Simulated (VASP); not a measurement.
# Fe2O3 (Hematite) (R-3c) in VASP: single point with PBE

Aim: the single point of Fe2O3 (Hematite) with PBE.

Everything below comes from runs of VASP 6.6.1. Logs are shortened: lines on timing, memory, paths and dates and some standing lists are left out, and cuts for length are marked.

### Step 1. The cell of the first run

Symmetry: R-3c, No. 167, trigonal system. Conventional cell: a = 4.773 Å, b = 4.773 Å, c = 13.304 Å, α = 90.00°, β = 90.00°, γ = 120.00°. Fe (site symmetry 3) has 6 O at 1.89 to 1.96 Å within 2.5 Å. Within 2.5 Å of O (site symmetry 2) lie 4 Fe at 1.89 to 1.96 Å.

### Step 2. Single point, PBE, collinear spin, ferromagnetic start

Contents of INCAR:

```
SYSTEM = Fe2O3
PREC     = Accurate       ! precision mode
ENCUT    = 520            ! plane-wave cutoff, eV
EDIFF    = 1E-6           ! SCF threshold, eV
ISMEAR   = 0              ! smearing method
SIGMA    = 0.05           ! smearing width, eV
LREAL    = .FALSE.        ! projectors in reciprocal space
LASPH    = .TRUE.         ! aspherical terms in the spheres
NELM     = 150            ! most SCF steps
ALGO     = Normal         ! electronic algorithm
ISIF     = 2              ! what is computed and relaxed
LWAVE    = .FALSE.        ! write WAVECAR
LCHARG   = .FALSE.        ! write CHGCAR
ISPIN    = 2              ! spin polarisation
MAGMOM   = 0.95 0.95 0.95 0.95 0 0 0 0 0 0 ! initial moments
LORBIT   = 11             ! projections on sites
LMAXMIX  = 4              ! l up to which the mixer works
GGA      = PE             ! functional
NBANDS   = 49             ! bands
```

Contents of KPOINTS:

```
Automatic mesh
0
G
  6 6 6
  0 0 0
```

Contents of POSCAR:

```
Fe2O3
1.0
    2.3865028478      1.3778480616      4.4345385428
   -2.3865028478      1.3778480616      4.4345385428
    0.0000000000     -2.7556961232      4.4345385428
Fe O
4 6
Direct
    0.3454541925      0.3454541925      0.3454541925
    0.1545458075      0.1545458075      0.1545458075
    0.6545458075      0.6545458075      0.6545458075
    0.8454541925      0.8454541925      0.8454541925
    0.5632180986      0.9367819014      0.2500000000
    0.2500000000      0.5632180986      0.9367819014
    0.9367819014      0.2500000000      0.5632180986
    0.4367819014      0.0632180986      0.7500000000
    0.7500000000      0.4367819014      0.0632180986
    0.0632180986      0.7500000000      0.4367819014
```

Potentials or basis: VASP PAW PBE potentials, release 64 (Fe, O).

On the command line:

```console
> cat potpaw_PBE.64/Fe/POTCAR potpaw_PBE.64/O/POTCAR > POTCAR
> mpirun -np 1 vasp_std > vasp.out
```

OUTCAR:

```text
SYSTEM = Fe2O3
   PREC = Accurate
   ENCUT = 520
   EDIFF = 1E-6
   ISMEAR = 0
   LREAL = .FALSE.
   LASPH = .TRUE.
   NELM = 150
   ISIF = 2
   ISPIN = 2
   LORBIT = 11
   GGA = PE

 ion  position               nearest neighbor table
   1  0.345  0.345  0.345-  10 1.89   8 1.89   9 1.89   5 1.96   7 1.96   6 1.96   2 2.54   3 2.77
                             3 2.77   3 2.77
   2  0.155  0.155  0.155-   9 1.89   8 1.89  10 1.89   5 1.96   6 1.96   7 1.96   1 2.54   4 2.77
                             4 2.77   4 2.77
   3  0.655  0.655  0.655-   7 1.89   5 1.89   6 1.89   8 1.96  10 1.96   9 1.96   4 2.54   1 2.77
                             1 2.77   1 2.77
   4  0.845  0.845  0.845-   6 1.89   5 1.89   7 1.89   8 1.96   9 1.96  10 1.96   3 2.54   2 2.77
                             2 2.77   2 2.77
   5  0.563  0.937  0.250-   3 1.89   4 1.89   1 1.96   2 1.96
   6  0.250  0.563  0.937-   4 1.89   3 1.89   2 1.96   1 1.96
   7  0.937  0.250  0.563-   3 1.89   4 1.89   1 1.96   2 1.96
   8  0.437  0.063  0.750-   1 1.89   2 1.89   3 1.96   4 1.96
   9  0.750  0.437  0.063-   2 1.89   1 1.89   4 1.96   3 1.96
  10  0.063  0.750  0.437-   1 1.89   2 1.89   3 1.96   4 1.96

  LATTYP: Found a trigonal (rhomboedric) cell.
 ALAT       =     5.2210145768
 COS(alpha) =     0.5821272049

  Lattice vectors:

 A1 = (   2.3865028478,   1.3778480616,   4.4345385428)
 A2 = (  -2.3865028478,   1.3778480616,   4.4345385428)
 A3 = (   0.0000000000,  -2.7556961232,   4.4345385428)

Analysis of symmetry for initial positions (statically):
=====================================================================
 Subroutine PRICEL returns:
 Original cell was already a primitive cell.

 Routine SETGRP: Setting up the symmetry group for a
 trigonal (rhombohedral) supercell.

 Subroutine GETGRP returns: Found 12 space group operations
 (whereof  6 operations were pure point group operations)
 out of a pool of 12 trial point group operations.

The static configuration has the point symmetry S_6 .
 The point group associated with its full space group is D_3d.

Analysis of symmetry for dynamics (positions and initial velocities):
=====================================================================
 Subroutine PRICEL returns:
 Original cell was already a primitive cell.

 Routine SETGRP: Setting up the symmetry group for a
 trigonal (rhombohedral) supercell.

 Subroutine GETGRP returns: Found 12 space group operations
 (whereof  6 operations were pure point group operations)
 out of a pool of 12 trial point group operations.

The dynamic configuration has the point symmetry S_6 .
 The point group associated with its full space group is D_3d.

Analysis of structural, dynamic, and magnetic symmetry:
=====================================================================
 Subroutine PRICEL returns:
 Original cell was already a primitive cell.

 Routine SETGRP: Setting up the symmetry group for a
 trigonal (rhombohedral) supercell.

 Subroutine GETGRP returns: Found 12 space group operations
 (whereof  6 operations were pure point group operations)
 out of a pool of 12 trial point group operations.

The overall configuration has the point symmetry S_6 .
 The point group associated with its full space group is D_3d.

 Subroutine INISYM returns: Found 12 space group operations
 (whereof  6 operations are pure point group operations),
 and found     1 'primitive' translations

----------------------------------------------------------------------------------------

                                     Primitive cell

  volume of cell :      87.4909

  direct lattice vectors                    reciprocal lattice vectors
     2.386502848  1.377848062  4.434538543     0.209511587  0.120961571  0.075167535
    -2.386502848  1.377848062  4.434538543    -0.209511587  0.120961571  0.075167535
     0.000000000 -2.755696123  4.434538543     0.000000000 -0.241923143  0.075167535

  length of vectors
     5.221014577  5.221014577  5.221014577     0.253331730  0.253331730  0.253331730

  position of ions in fractional coordinates (direct lattice)
     0.345454193  0.345454193  0.345454193
     0.154545807  0.154545807  0.154545807
     0.654545807  0.654545807  0.654545807
     0.845454193  0.845454193  0.845454193
     0.563218099  0.936781901  0.250000000
     0.250000000  0.563218099  0.936781901
     0.936781901  0.250000000  0.563218099
     0.436781901  0.063218099  0.750000000
     0.750000000  0.436781901  0.063218099
     0.063218099  0.750000000  0.436781901

  ion indices of the primitive-cell ions
   primitive index   ion index
                 1           1
                 2           2
                 3           3
                 4           4
                 5           5
                 6           6
                 7           7
                 8           8
                 9           9
[... 34 lines left out ...]
  0.166667  0.166667  0.000000      6.000000
  0.333333  0.166667  0.000000     12.000000
[... 16 lines left out ...]
  0.500000  0.500000  0.166667      6.000000
 -0.333333  0.500000  0.166667     12.000000
 [... further k-points ...]
   k-points           NKPTS =     32   k-points in BZ     NKDIM =     32   number of bands    NBANDS=     49
   number of dos      NEDOS =    301   number of ions     NIONS =     10
   total plane-waves  NPLWV =  64000
   dimension x,y,z NGX =    40 NGY =   40 NGZ =   40
   dimension x,y,z NGXF=    80 NGYF=   80 NGZF=   80
   ions per type =               4   6
   NGX,Y,Z   is equivalent  to a cutoff of  12.74, 12.74, 12.74 a.u.
   NGXF,Y,Z  is equivalent  to a cutoff of  25.47, 25.47, 25.47 a.u.
 SYSTEM =  Fe2O3
   PREC   = accura    normal or accurate (medium, high low for compatibility)
   ISTART =      0    job   : 0-new  1-cont  2-samecut
   ICHARG =      2    charge: 1-file 2-atom 10-const
   ISPIN  =      2    spin polarized calculation?
   LNONCOLLINEAR =      F non collinear calculations
   LSORBIT =      F    spin-orbit coupling
   LASPH  =      T    aspherical Exc in radial PAW
   ENCUT  =  520.0 eV  38.22 Ry    6.18 a.u.   9.71  9.71  9.71*2*pi/ulx,y,z
   NELM   =    150;   NELMIN=  2; NELMDL= -5     # of ELM steps
   EDIFF  = 0.1E-05   stopping-criterion for ELM
   LREAL  =      F    real-space projection
   EDIFFG = 0.1E-04   stopping-criterion for IOM
   NSW    =      0    number of steps for IOM
   IBRION =     -1    ionic relax: 0-MD 1-quasi-New 2-CG
   NFREE  =      0    steps in history (QN), initial steepest desc. (CG)
   ISIF   =      2    stress and relaxation
   ISYM   =      2    0-nonsym 1-usesym 2-fastsym
   POTIM  = 0.5000    time-step for ionic-motion
   TEBEG  =    0.0;   TEEND  =   0.0 temperature during run
   PSTRESS=    0.0 pullay stress
   NELECT =      68.0000    total number of electrons
   NUPDOWN=      -1.0000    fix difference up-down
   EMIN   =  10.00;   EMAX   =-10.00  energy-range for DOS
   EFERMI =   0.00;   METHOD = LEGACY
   ISMEAR =     0;   SIGMA  =   0.05  broadening in eV -4-tet -1-fermi 0-gaus
   EFERMI_NEDOS =   21; number of points for ismear=-14 and -15
   IALGO  =     38    algorithm
   IMIX   =      4    mixing-type and parameters
     AMIX     =   0.40;   BMIX     =  1.00
     AMIX_MAG =   1.60;   BMIX_MAG =  1.00
  volume/ion in A,a.u.               =       8.75        59.04
  Fermi-wavevector in a.u.,A,eV,Ry     =   1.505186  2.844389 30.825150  2.265585
  Thomas-Fermi vector in A             =   2.616068
   LORBIT       =     11    0 simple, 1 ext, 2 COOP (PROOUT), +10 PAW based schemes
   GGA     = PE    functional components
   LHFCALC =     F    Hartree Fock is set to
   AEXX    =    0.0000 exact exchange contribution
   IVDW    =     0    specifies the selected vdW correction
   LEPSILON=     F    determine dielectric tensor
   LRPA    =     F    only Hartree local field effects (RPA)
 spin polarized calculation
 Gauss-broadening in eV      SIGMA  =   0.05
  energy-cutoff  :      520.00
  volume of cell :       87.49
 maximum number of plane-waves:      2386
   NGX = 19   NGY = 19   NGZ = 19

 number of electron      68.0000002 magnetization       4.0003065

 Free energy of the ion-electron system (eV)
  ---------------------------------------------------
  ext. energy  EPLUGINS =         0.00000000
  ---------------------------------------------------
  free energy    TOTEN  =       -74.62096297 eV

  energy without entropy =      -74.60654298  energy(sigma->0) =      -74.61375298

 E-fermi :   5.5887     XC(G=0): -12.4327

 val. band max:        5.5851325946   @ k =  -0.3333   0.3333   0.3333
 cond. band min:       5.5891340713   @ k =   0.5000   0.5000   0.1667
 fundamental gap:      0.0040014766
 Fermi energy:         5.5886840948

 spin component 1

 k-point     1 :       0.0000    0.0000    0.0000
  band No.  band energies     occupation
      1     -15.5682      1.00000
      2     -13.6822      1.00000
      3     -13.6548      1.00000
      4     -13.6548      1.00000
      5     -13.5082      1.00000
      6     -13.5082      1.00000
[... 1165 lines left out ...]
     45      14.9303      0.00000
     46      15.2404      0.00000

 [... further k-points ...]

 spin component 2

 k-point     1 :       0.0000    0.0000    0.0000
  band No.  band energies     occupation
      1     -15.5048      1.00000
      2     -13.6227      1.00000
      3     -13.5905      1.00000
      4     -13.5905      1.00000
      5     -13.4466      1.00000
      6     -13.4466      1.00000
[... 1165 lines left out ...]
     45      15.0599      0.00000
     46      15.3705      0.00000

 [... further k-points ...]

 [bands above 46 left out]

------------------------ aborting loop because EDIFF is reached ----------------------------------------

  FORCE on cell =-STRESS in cart. coord.  units (eV):
  Direction    XX          YY          ZZ          XY          YZ          ZX
  --------------------------------------------------------------------------------------
  -------------------------------------------------------------------------------------
  Total        0.9094410      0.9094410      0.8845928      0.0000000      0.0000000     -0.0000000
  in kB       16.6541368     16.6541368     16.1991055      0.0000000      0.0000000     -0.0000000
  external PRESSURE =      16.5024597 kB  Pullay stress =       0.0000000 kB

 VOLUME and BASIS-vectors are now :
 -----------------------------------------------------------------------------
  energy-cutoff  :      520.00
  volume of cell :       87.49
      direct lattice vectors                 reciprocal lattice vectors
     2.386502848  1.377848062  4.434538543     0.209511587  0.120961571  0.075167535
    -2.386502848  1.377848062  4.434538543    -0.209511587  0.120961571  0.075167535
     0.000000000 -2.755696123  4.434538543     0.000000000 -0.241923143  0.075167535

 POSITION                                       TOTAL-FORCE (eV/Angst)
 -----------------------------------------------------------------------------------
      0.00000      0.00000      4.59579         0.000000     -0.000000      0.042348
      0.00000      0.00000      2.05602         0.000000     -0.000000     -0.042348
      0.00000      0.00000      8.70783         0.000000     -0.000000     -0.042348
      0.00000      0.00000     11.24760         0.000000     -0.000000      0.042348
     -0.89151      1.37785      7.76044         0.022294     -0.000000     -0.000000
     -0.74750     -1.46100      7.76044        -0.011147      0.019307     -0.000000
      1.63901      0.08315      7.76044        -0.011147     -0.019307     -0.000000
      0.89151     -1.37785      5.54317        -0.022294     -0.000000     -0.000000
      0.74750      1.46100      5.54317         0.011147     -0.019307     -0.000000
     -1.63901     -0.08315      5.54317         0.011147      0.019307     -0.000000
 -----------------------------------------------------------------------------------
    total drift:                               -0.000000      0.000000     -0.000000

  FREE ENERGIE OF THE ION-ELECTRON SYSTEM (eV)
  ---------------------------------------------------
  free  energy   TOTEN  =       -74.6209629747 eV

  energy  without entropy=      -74.6065429819  energy(sigma->0) =      -74.61375298

 total charge

# of ion       s       p       d       tot
------------------------------------------
    1        0.409   0.654   6.306   7.369
    2        0.409   0.654   6.306   7.369
    3        0.409   0.654   6.306   7.369
    4        0.409   0.654   6.306   7.369
    5        1.561   3.452   0.000   5.013
    6        1.561   3.452   0.000   5.013
    7        1.561   3.452   0.000   5.013
    8        1.561   3.452   0.000   5.013
    9        1.561   3.452   0.000   5.013
   10        1.561   3.452   0.000   5.013
--------------------------------------------------
tot         11.007  23.328  25.222  59.557

 magnetization (x)

# of ion       s       p       d       tot
------------------------------------------
    1        0.007   0.010   0.927   0.943
    2        0.007   0.010   0.927   0.943
    3        0.007   0.010   0.927   0.943
    4        0.007   0.010   0.927   0.943
    5        0.000   0.028   0.000   0.028
    6        0.000   0.028   0.000   0.028
    7        0.000   0.028   0.000   0.028
    8        0.000   0.028   0.000   0.028
    9        0.000   0.028   0.000   0.028
   10        0.000   0.028   0.000   0.028
--------------------------------------------------
tot          0.028   0.207   3.707   3.941
```

Run time: 8 min. Hardware: 1 thread of Intel Xeon 6975P-C (Granite Rapids), shared host; peak memory 0.4 GiB.

Results:

```
Free energy                                           : -74.6210 eV
Pressure                                              : 1.7 GPa
Largest force                                         : 0.042 eV/Å
Band gap on the k mesh                                : zero (filled and empty bands overlap)
Net moment                                            : 4.00 μB per cell
Site moments                                          : Fe +0.94; O +0.03 μB
Valence electrons inside the program's atomic spheres : Fe 7.37; O 5.01
```

Forces in eV/Å, atoms in the order of the input:
```
Fe   0.000  0.000  0.042
Fe   0.000  0.000 -0.042
Fe   0.000  0.000 -0.042
Fe   0.000  0.000  0.042
O    0.022  0.000  0.000
O   -0.011  0.019  0.000
O   -0.011 -0.019  0.000
O   -0.022  0.000  0.000
O    0.011 -0.019  0.000
O    0.011  0.019  0.000
```

Caveat: semilocal functionals often make such compounds metallic where correlation or magnetic order opens a gap, which also shifts bond lengths; only a ferromagnetic start was run, and an antiferromagnetic order may lie lower in energy.
